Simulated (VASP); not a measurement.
# Ge (P6_3/mmc) in VASP: further runs

The runs below take Ge through single point, with r2SCAN.

Everything below comes from runs of VASP 6.6.1. Logs are shortened: lines on timing, memory, paths and dates and some standing lists are left out, and cuts for length are marked.

## 1. The cell of the first run

The structure is hexagonal, space group P6_3/mmc (No. 194). The conventional cell has a = 3.998 Å, b = 3.998 Å, c = 6.599 Å, α = 90.00°, β = 90.00°, γ = 120.00°. Within 3.2 Å of Ge (site symmetry 3m) lie 4 Ge at 2.45 to 2.47 Å.

This isn't the form of Ge at room conditions, which is diamond.

## 2. Single point, r2SCAN

POSCAR reads:

```
Ge
1.0
    3.9975900000      0.0000000000      0.0000000000
   -1.9987900000      3.4620100000      0.0000000000
    0.0000000000      0.0000000000      6.5993800000
Ge
4
Direct
    0.6666666667      0.3333333333      0.0629000000
    0.3333333333      0.6666666667      0.5629000000
    0.6666666667      0.3333333333      0.4371000000
    0.3333333333      0.6666666667      0.9371000000
```

INCAR.step1 reads:

```
SYSTEM = Ge
  ALGO = Normal
  EDIFF = 1E-4
  ENCUT = 520
  GGA = PE
  ISMEAR = -1
  LASPH = .TRUE.
  LCHARG = .FALSE.
  LREAL = .FALSE.
  LWAVE = .TRUE.
  NBANDS = 36
  NELM = 60
  PREC = Accurate
  SIGMA = 0.1
```

INCAR.step2 reads:

```
SYSTEM = Ge
  ALGO = Normal
  EDIFF = 1E-6
  ENCUT = 520
  ISIF = 2
  ISMEAR = -1
  ISTART = 1
  LASPH = .TRUE.
  LCHARG = .FALSE.
  LMIXTAU = .TRUE.
  LREAL = .FALSE.
  LWAVE = .FALSE.
  METAGGA = R2SCAN
  NBANDS = 36
  NELM = 60
  PREC = Accurate
  SIGMA = 0.1
```

KPOINTS reads:

```
k-points
0
G
  2 2 1
  0 0 0
```

Potentials or basis: VASP PAW PBE potentials, release 64 (Ge_d).

On the command line:

```
$ cat potpaw_PBE.64/Ge_d/POTCAR > POTCAR
$ cp INCAR.step1 INCAR
$ mpirun -np 1 vasp_std > vasp.out
$ cp INCAR.step2 INCAR
$ mpirun -np 1 vasp_std > vasp.out
```

OUTCAR:

```text
SYSTEM = Ge
   EDIFF = 1E-6
   ENCUT = 520
   ISIF = 2
   ISMEAR = -1
   ISTART = 1
   LASPH = .TRUE.
   LREAL = .FALSE.
   METAGGA = R2SCAN
   NELM = 60
   PREC = Accurate

 ion  position               nearest neighbor table
   1  0.667  0.333  0.063-   4 2.45   4 2.45   4 2.45   3 2.47
   2  0.333  0.667  0.563-   3 2.45   3 2.45   3 2.45   4 2.47
   3  0.667  0.333  0.437-   2 2.45   2 2.45   2 2.45   1 2.47
   4  0.333  0.667  0.937-   1 2.45   1 2.45   1 2.45   2 2.47

  LATTYP: Found a hexagonal cell.
 ALAT       =     3.9975900000
 C/A-ratio  =     1.6508396309

  Lattice vectors:

 A1 = (   3.9975900000,   0.0000000000,   0.0000000000)
 A2 = (  -1.9987900000,   3.4620100000,   0.0000000000)
 A3 = (   0.0000000000,   0.0000000000,   6.5993800000)

Analysis of symmetry for initial positions (statically):
=====================================================================
 Subroutine PRICEL returns:
 Original cell was already a primitive cell.

 Routine SETGRP: Setting up the symmetry group for a
 hexagonal supercell.

 Subroutine GETGRP returns: Found 24 space group operations
 (whereof 12 operations were pure point group operations)
 out of a pool of 24 trial point group operations.

The static configuration has the point symmetry D_3d.
 The point group associated with its full space group is D_6h.

Analysis of symmetry for dynamics (positions and initial velocities):
=====================================================================
 Subroutine PRICEL returns:
 Original cell was already a primitive cell.

 Routine SETGRP: Setting up the symmetry group for a
 hexagonal supercell.

 Subroutine GETGRP returns: Found 24 space group operations
 (whereof 12 operations were pure point group operations)
 out of a pool of 24 trial point group operations.

The dynamic configuration has the point symmetry D_3d.
 The point group associated with its full space group is D_6h.

 Subroutine INISYM returns: Found 24 space group operations
 (whereof 12 operations are pure point group operations),
 and found     1 'primitive' translations

----------------------------------------------------------------------------------------

                                     Primitive cell

  volume of cell :      91.3334

  direct lattice vectors                    reciprocal lattice vectors
     3.997590000  0.000000000  0.000000000     0.250150716  0.144424409  0.000000000
    -1.998790000  3.462010000  0.000000000     0.000000000  0.288849541  0.000000000
     0.000000000  0.000000000  6.599380000     0.000000000  0.000000000  0.151529386

  length of vectors
     3.997590000  3.997583608  6.599380000     0.288849079  0.288849541  0.151529386

  position of ions in fractional coordinates (direct lattice)
     0.666666667  0.333333333  0.062900000
     0.333333333  0.666666667  0.562900000
     0.666666667  0.333333333  0.437100000
     0.333333333  0.666666667  0.937100000

  ion indices of the primitive-cell ions
   primitive index   ion index
                 1           1
                 2           2
                 3           3
                 4           4

----------------------------------------------------------------------------------------

 KPOINTS: k-points

Automatic generation of k-mesh.
 Grid dimensions read from file:
 generate k-points for:    2    2    1

 Generating k-lattice:

  Cartesian coordinates                     Fractional coordinates (reciprocal lattice)
     0.125075358  0.072212205  0.000000000     0.500000000  0.000000000  0.000000000
     0.000000000  0.144424771  0.000000000     0.000000000  0.500000000  0.000000000
     0.000000000  0.000000000  0.151529386     0.000000000  0.000000000  1.000000000

  Length of vectors
     0.144424540  0.144424771  0.151529386

  Shift w.r.t. Gamma in fractional coordinates (k-lattice)
     0.000000000  0.000000000  0.000000000

 Subroutine IBZKPT returns following result:
 ===========================================

 Found      2 irreducible k-points:

 Following reciprocal coordinates:
            Coordinates               Weight
  0.000000  0.000000  0.000000      1.000000
  0.500000  0.000000  0.000000      3.000000
   k-points           NKPTS =      2   k-points in BZ     NKDIM =      2   number of bands    NBANDS=     36
   number of dos      NEDOS =    301   number of ions     NIONS =      4
   total plane-waves  NPLWV =  45000
   dimension x,y,z NGX =    30 NGY =   30 NGZ =   50
   dimension x,y,z NGXF=    60 NGYF=   60 NGZF=  100
   ions per type =               4
   NGX,Y,Z   is equivalent  to a cutoff of  12.48, 12.48, 12.60 a.u.
   NGXF,Y,Z  is equivalent  to a cutoff of  24.95, 24.95, 25.19 a.u.
 SYSTEM =  Ge
   PREC   = accura    normal or accurate (medium, high low for compatibility)
   ISTART =      1    job   : 0-new  1-cont  2-samecut
   ICHARG =      0    charge: 1-file 2-atom 10-const
   ISPIN  =      1    spin polarized calculation?
   LNONCOLLINEAR =      F non collinear calculations
   LSORBIT =      F    spin-orbit coupling
   LASPH  =      T    aspherical Exc in radial PAW
   ENCUT  =  520.0 eV  38.22 Ry    6.18 a.u.   7.43  7.43 12.27*2*pi/ulx,y,z
   NELM   =     60;   NELMIN=  2; NELMDL=  0     # of ELM steps
   EDIFF  = 0.1E-05   stopping-criterion for ELM
   LREAL  =      F    real-space projection
   EDIFFG = 0.1E-04   stopping-criterion for IOM
   NSW    =      0    number of steps for IOM
   IBRION =     -1    ionic relax: 0-MD 1-quasi-New 2-CG
   NFREE  =      0    steps in history (QN), initial steepest desc. (CG)
   ISIF   =      2    stress and relaxation
   ISYM   =      2    0-nonsym 1-usesym 2-fastsym
   POTIM  = 0.5000    time-step for ionic-motion
   TEBEG  =    0.0;   TEEND  =   0.0 temperature during run
   PSTRESS=    0.0 pullay stress
   NELECT =      56.0000    total number of electrons
   NUPDOWN=      -1.0000    fix difference up-down
   EMIN   =  10.00;   EMAX   =-10.00  energy-range for DOS
   EFERMI =   0.00;   METHOD = LEGACY
   ISMEAR =    -1;   SIGMA  =   0.10  broadening in eV -4-tet -1-fermi 0-gaus
   EFERMI_NEDOS =   21; number of points for ismear=-14 and -15
   IALGO  =     38    algorithm
   IMIX   =      4    mixing-type and parameters
     AMIX     =   0.40;   BMIX     =  1.00
     AMIX_MAG =   1.60;   BMIX_MAG =  1.00
  volume/ion in A,a.u.               =      22.83       154.09
  Fermi-wavevector in a.u.,A,eV,Ry     =   1.390788  2.628208 26.317631  1.934291
  Thomas-Fermi vector in A             =   2.514689
   LORBIT       =      0    0 simple, 1 ext, 2 COOP (PROOUT), +10 PAW based schemes
   METAGGA = R2SCAN    functional components
   LHFCALC =     F    Hartree Fock is set to
   AEXX    =    0.0000 exact exchange contribution
   IVDW    =     0    specifies the selected vdW correction
   LEPSILON=     F    determine dielectric tensor
   LRPA    =     F    only Hartree local field effects (RPA)
 non-spin polarized calculation
  energy-cutoff  :      520.00
  volume of cell :       91.33
 maximum number of plane-waves:      2491
 NGX is ok and might be reduce to    30
   NGX = 15   NGY = 15   NGZ = 25

 number of electron      56.0000051 magnetization

 Free energy of the ion-electron system (eV)
  ---------------------------------------------------
  ext. energy  EPLUGINS =         0.00000000
  ---------------------------------------------------
  free energy    TOTEN  =       -52.66189283 eV

  energy without entropy =      -52.53383585  energy(sigma->0) =      -52.59786434

 E-fermi :   5.0286     XC(G=0): -10.7250

 val. band max:        4.9439844661   @ k =   0.0000   0.0000   0.0000
 cond. band min:       5.0333375241   @ k =   0.0000   0.0000   0.0000
 fundamental gap:      0.0893530580
 Fermi energy:         5.0286183981

 k-point     1 :       0.0000    0.0000    0.0000
  band No.  band energies     occupation
      1     -20.6928      2.00000
      2     -20.6928      2.00000
      3     -20.6698      2.00000
      4     -20.6558      2.00000
      5     -20.6500      2.00000
      6     -20.6500      2.00000
[... 28 lines left out ...]
     35       9.6321      0.00000
     36      11.4441      0.00000

 k-point     2 :       0.5000    0.0000    0.0000
  band No.  band energies     occupation
      1     -20.7185      2.00000
      2     -20.7134      2.00000
      3     -20.6991      2.00000
      4     -20.6690      2.00000
      5     -20.6218      2.00000
      6     -20.6026      2.00000
[... 28 lines left out ...]
     35      12.8037      0.00000
     36      13.5005      0.00000

------------------------ aborting loop because EDIFF is reached ----------------------------------------

  FORCE on cell =-STRESS in cart. coord.  units (eV):
  Direction    XX          YY          ZZ          XY          YZ          ZX
  --------------------------------------------------------------------------------------
  -------------------------------------------------------------------------------------
  Total        6.0710451      6.0710294     -5.9148713      0.0000088      0.0000000     -0.0000000
  in kB      106.4987083    106.4984318   -103.7590956      0.0001538      0.0000000     -0.0000000
  external PRESSURE =      36.4126815 kB  Pullay stress =       0.0000000 kB

 VOLUME and BASIS-vectors are now :
 -----------------------------------------------------------------------------
  energy-cutoff  :      520.00
  volume of cell :       91.33
      direct lattice vectors                 reciprocal lattice vectors
     3.997590000  0.000000000  0.000000000     0.250150716  0.144424409  0.000000000
    -1.998790000  3.462010000  0.000000000     0.000000000  0.288849541  0.000000000
     0.000000000  0.000000000  6.599380000     0.000000000  0.000000000  0.151529386

 POSITION                                       TOTAL-FORCE (eV/Angst)
 -----------------------------------------------------------------------------------
      1.99880      1.15400      0.41510         0.000000      0.000000     -0.068832
      0.00000      2.30801      3.71479         0.000000     -0.000000     -0.068832
      1.99880      1.15400      2.88459        -0.000000      0.000000      0.068832
      0.00000      2.30801      6.18428        -0.000000     -0.000000      0.068832
 -----------------------------------------------------------------------------------
    total drift:                               -0.000000      0.000000     -0.000000

  FREE ENERGIE OF THE ION-ELECTRON SYSTEM (eV)
  ---------------------------------------------------
  free  energy   TOTEN  =       -52.6618928336 eV

  energy  without entropy=      -52.5338358546  energy(sigma->0) =      -52.59786434
```

Run time: 2.7 min. Hardware: 1 thread of Intel Xeon 8259CL, shared host; peak memory 0.2 GiB.

What came out:

```
Free energy            : -52.6619 eV
Pressure               : 3.6 GPa
Largest force          : 0.069 eV/Å
Band gap on the k mesh : 0.09 eV
```

Forces in eV/Å, atoms in the order of the input:
```
Ge   0.000  0.000 -0.069
Ge   0.000  0.000 -0.069
Ge   0.000  0.000  0.069
Ge   0.000  0.000  0.069
```

Stress tensor (GPa, compression positive):
```
 10.65   0.00   0.00
  0.00  10.65   0.00
  0.00   0.00 -10.38
```

Levels at points of the mesh, in eV from the valence-band top:
```csv
k point,band 26,band 27,band 28,band 29,band 30,band 31
"(0.00, 0.00, 0.00)",-0.24,0.00,0.00,0.09,0.27,2.29
"(0.50, 0.00, 0.00)",-3.34,-2.99,-1.64,0.62,1.83,3.70
```

Caveat: the k points lie up to 0.95 Å⁻¹ apart, too coarse for converged energies, forces and pressures; semilocal functionals underestimate gaps, and a narrow one can read as zero; the PAW data sets were made with another functional, which shifts forces and pressure a little.

[end of part 1 of 2]

The gap in the log of VASP goes by the Fermi energy; the results here count the filled bands.